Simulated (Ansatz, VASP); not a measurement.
**One calculation of AgI, two programs**

INCAR

```
SYSTEM = AgI
ALGO = Normal
EDIFF = 1E-7
EDIFFG = -0.008
ENCUT = 450
GGA = PE
GGA_COMPAT = .FALSE.
IBRION = 2
ISIF = 2
ISMEAR = 0
LASPH = .TRUE.
LCHARG = .FALSE.
LREAL = .FALSE.
LWAVE = .FALSE.
NELM = 120
NELMIN = 4
NSW = 60
PREC = Accurate
SIGMA = 0.02
```

Contents of KPOINTS:

```
k-points
0
G
  6 6 4
  0 0 0
```

Contents of POSCAR:

```
AgI
1.0
    4.6159925194      0.0000000000      0.0000000000
   -2.3079962597      3.9975667855      0.0000000000
    0.0000000000      0.0000000000      7.5462154274
Ag I
2 2
Direct
    0.3333333333      0.6666666667      0.0024494355
    0.6666666667      0.3333333333      0.5024494355
    0.3333333333      0.6666666667      0.3774505645
    0.6666666667      0.3333333333      0.8774505645
```

Input for Ansatz:

```yaml
crystal:
  lattice:
    - [4.6159925194, 0.0, 0.0]
    - [-2.3079962597, 3.9975667855, 0.0]
    - [0.0, 0.0, 7.5462154274]
  atoms:
    - { symbol: Ag, position: [0.3333333333, 0.6666666667, 0.0024494355] }
    - { symbol: Ag, position: [0.6666666667, 0.3333333333, 0.5024494355] }
    - { symbol: I, position: [0.3333333333, 0.6666666667, 0.3774505645] }
    - { symbol: I, position: [0.6666666667, 0.3333333333, 0.8774505645] }
basis:
  ecutwfc: 420
kpoints:
  mp_grid: { grid: [6, 6, 4] }
hamiltonian:
  xc: pbe
scf:
  occupations: { method: gaussian, width: 0.02 }
output:
  forces: true
  stress: true
  eigenvalues: true
relax:
  adjacent_minimum: "off"
  f_tol: 0.008
  max_steps: 40
```

Change from the starting cell: equal strain along all axes, cell held, atoms relaxed: -1.5 %.

Alike in both runs: task relaxation of the atoms; functional PBE; k mesh 6 × 6 × 4; occupations gaussian, width 0.02 eV; no spin polarisation.

```csv
,VASP,Ansatz
version,VASP 6.6.1,Ansatz 0.2.0
potentials or method,"VASP PAW PBE potentials, release 64 (Ag, I), cutoff 450 eV","scalar-relativistic, plane waves, PAW"
valence electrons in the cell,36,72
```

```tsv
	VASP	Ansatz	Ansatz less VASP
gap on the k mesh at the Fermi level, each at its own relaxed structure (eV)	1.37	1.37	-0.003
```

VASP's potentials hold 36 valence electrons a cell and Ansatz's 72, so a difference there can come from the potentials and not from the codes. Ansatz's warnings: stress scf threshold loose.

Neither program's run includes spin-orbit coupling. Noted on VASP's run: the relaxation stopped at its first step, so nothing moved.
